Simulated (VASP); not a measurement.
# HfS2 (P-3m1) in VASP: a series of runs, part 2 of 2

VASP 6.6.1.

### Step 3. Single point, PBE+D3(BJ)

This run uses another cell than the first one, of the same volume but with other edges.

Input file INCAR:

```
PREC     = Accurate       # precision mode
ENCUT    = 500            # plane-wave cutoff, eV
EDIFF    = 1E-6           # SCF threshold, eV
ISMEAR   = 0              # smearing method
SIGMA    = 0.05           # smearing width, eV
LREAL    = F              # projectors in reciprocal space
LASPH    = T              # aspherical terms in the spheres
NELM     = 120            # most SCF steps
ALGO     = Normal         # electronic algorithm
ISIF     = 2              # what is computed and relaxed
LWAVE    = F              # write WAVECAR
LCHARG   = F              # write CHGCAR
GGA      = PE             # functional
IVDW     = 12             # dispersion correction
NBANDS   = 18             # bands
GGA_COMPAT= F
```

Input file KPOINTS:

```
regular mesh
0
Gamma
  12 12 6
```

Input file POSCAR:

```
HfS2
1.0
    3.3932468515      0.0000000000      0.0000000000
   -1.6966234258      2.9386379747      0.0000000000
    0.0000000000      0.0000000000      6.5161713265
Hf S
1 2
Direct
    0.0000000000      0.0000000000      0.0000000000
    0.6666666667      0.3333333333      0.7476059866
    0.3333333333      0.6666666667      0.2523940134
```

Potentials or basis: VASP PAW PBE potentials, release 64 (Hf_pv, S).

On the command line:

```console
> cat potpaw_PBE.64/Hf_pv/POTCAR potpaw_PBE.64/S/POTCAR > POTCAR
> mpirun -np 1 vasp_std > vasp.out
```

OUTCAR:

```text
PREC = Accurate
   ENCUT = 500
   EDIFF = 1E-6
   ISMEAR = 0
   LREAL = F
   LASPH = T
   NELM = 120
   ISIF = 2
   GGA = PE
   IVDW = 12
 IVDW          = 12

 ion  position               nearest neighbor table
   1  0.000  0.000  0.000-   2 2.56   3 2.56   2 2.56   3 2.56   2 2.56   3 2.56
   2  0.667  0.333  0.748-   1 2.56   1 2.56   1 2.56
   3  0.333  0.667  0.252-   1 2.56   1 2.56   1 2.56

  LATTYP: Found a hexagonal cell.
 ALAT       =     3.3932468515
 C/A-ratio  =     1.9203351868

  Lattice vectors:

 A1 = (   3.3932468515,   0.0000000000,   0.0000000000)
 A2 = (  -1.6966234258,   2.9386379747,   0.0000000000)
 A3 = (   0.0000000000,   0.0000000000,   6.5161713265)

Analysis of symmetry for initial positions (statically):
=====================================================================
 Subroutine PRICEL returns:
 Original cell was already a primitive cell.

 Routine SETGRP: Setting up the symmetry group for a
 hexagonal supercell.

 Subroutine GETGRP returns: Found 12 space group operations
 (whereof 12 operations were pure point group operations)
 out of a pool of 24 trial point group operations.

The static configuration has the point symmetry D_3d.

Analysis of symmetry for dynamics (positions and initial velocities):
=====================================================================
 Subroutine PRICEL returns:
 Original cell was already a primitive cell.

 Routine SETGRP: Setting up the symmetry group for a
 hexagonal supercell.

 Subroutine GETGRP returns: Found 12 space group operations
 (whereof 12 operations were pure point group operations)
 out of a pool of 24 trial point group operations.

The dynamic configuration has the point symmetry D_3d.

 Subroutine INISYM returns: Found 12 space group operations
 (whereof 12 operations are pure point group operations),
 and found     1 'primitive' translations

[... 116 lines left out ...]
     AMIX_MAG =   1.60;   BMIX_MAG =  1.00
  volume/ion in A,a.u.               =      21.66       146.16
  Fermi-wavevector in a.u.,A,eV,Ry     =   1.141032  2.156237 17.714151  1.301953
  Thomas-Fermi vector in A             =   2.277733
   LORBIT       =      0    0 simple, 1 ext, 2 COOP (PROOUT), +10 PAW based schemes
   GGA     = PE    functional components
   LHFCALC =     F    Hartree Fock is set to
   AEXX    =    0.0000 exact exchange contribution
   IVDW    =    12    specifies the selected vdW correction
   LEPSILON=     F    determine dielectric tensor
   LRPA    =     F    only Hartree local field effects (RPA)
 non-spin polarized calculation
 Gauss-broadening in eV      SIGMA  =   0.05
  energy-cutoff  :      500.00
  volume of cell :       64.98
 maximum number of plane-waves:      1666
 NGX is ok and might be reduce to    28

 number of electron      22.0000003 magnetization

 Free energy of the ion-electron system (eV)
  ---------------------------------------------------
  ext. energy  EPLUGINS =         0.00000000
  ---------------------------------------------------
  free energy    TOTEN  =       -22.43337390 eV

  energy without entropy =      -22.43266088  energy(sigma->0) =      -22.43301739

 E-fermi :   3.9226     XC(G=0):  -9.7855

 val. band max:        3.9163982535   @ k =   0.5000  -0.0000   0.3333
 cond. band min:       3.9264814929   @ k =   0.0000   0.0000   0.5000
 fundamental gap:      0.0100832394
 Fermi energy:         3.9226325058

 k-point     1 :       0.0000    0.0000    0.0000
  band No.  band energies     occupation
      1     -26.9621      2.00000
      2     -26.8355      2.00000
      3     -26.8355      2.00000
      4      -9.7116      2.00000
      5      -8.3343      2.00000
      6      -1.7083      2.00000
[... 481 lines left out ...]
      5      -8.3203      2.00000
      6      -1.1052      2.00000
[... 10 lines left out ...]
     17      10.8595      0.00000
     18      11.5699      0.00000

 [... further k-points ...]

------------------------ aborting loop because EDIFF is reached ----------------------------------------

 Edisp (eV)   -1.01593

 E8    (eV) :    -0.4371

  FORCE on cell =-STRESS in cart. coord.  units (eV):
  Direction    XX          YY          ZZ          XY          YZ          ZX
  --------------------------------------------------------------------------------------
  -------------------------------------------------------------------------------------
  Total       2.61469     2.61469    -4.94755    -0.00000     0.00000     0.00000
  in kB      64.47285    64.47285  -121.99645    -0.00000     0.00000     0.00000
  external pressure =        2.32 kB  Pullay stress =        0.00 kB

 VOLUME and BASIS-vectors are now :
 -----------------------------------------------------------------------------
  energy-cutoff  :      500.00
  volume of cell :       64.98
      direct lattice vectors                 reciprocal lattice vectors
     3.393246851  0.000000000  0.000000000     0.294702992  0.170146852  0.000000000
    -1.696623426  2.938637975  0.000000000     0.000000000  0.340293704  0.000000000
     0.000000000  0.000000000  6.516171327     0.000000000  0.000000000  0.153464350

 POSITION                                       TOTAL-FORCE (eV/Angst)
 -----------------------------------------------------------------------------------
      0.00000      0.00000      0.00000        -0.000000      0.000000     -0.000000
      1.69662      0.97955      4.87153        -0.000000      0.000000      1.223645
     -0.00000      1.95909      1.64464         0.000000      0.000000     -1.223645
 -----------------------------------------------------------------------------------
    total drift:                                0.000000      0.000000      0.000000

  FREE ENERGIE OF THE ION-ELECTRON SYSTEM (eV)
  ---------------------------------------------------
  free  energy   TOTEN  =       -23.4493079218 eV

  energy  without entropy=      -23.4485948996  energy(sigma->0) =      -23.44895141
```

stdout:

```text
POSCAR found type information on POSCAR HfS
 POSCAR found :  2 types and       3 ions
 scaLAPACK will be used
 LDA part: xc-table for (Slater+PW92), standard interpolation
 POSCAR, INCAR and KPOINTS ok, starting setup
 FFT: planning ... GRIDC
 FFT: planning ... GRID_SOFT
 FFT: planning ... GRID
 WAVECAR not read
 entering main loop
```

Wall time 2.5 min (1 thread of Intel Xeon 8259CL, shared host); peak memory 0.26 GiB.

What came out:

| Property | Result |
| --- | --- |
| Free energy | -23.4493 eV |
| Pressure | 0.2 GPa |
| Largest force | 1.224 eV/Å |
| Band gap on the k mesh | zero (bands 11 and 12 overlap by 0.18 eV) |
| Dispersion energy per atom | -0.339 eV |

Forces on the atoms (eV/Å):
```
Hf   0.000  0.000  0.000
S    0.000  0.000  1.224
S    0.000  0.000 -1.224
```

Stress tensor (GPa, compression positive):
```
  6.45   0.00   0.00
  0.00   6.45   0.00
  0.00   0.00 -12.20
```

Caveat: spin-orbit coupling is left out, which moves the levels of the heavy elements; forces of over 1 eV/Å act on the atoms, so gaps and moduli don't describe the material at rest.
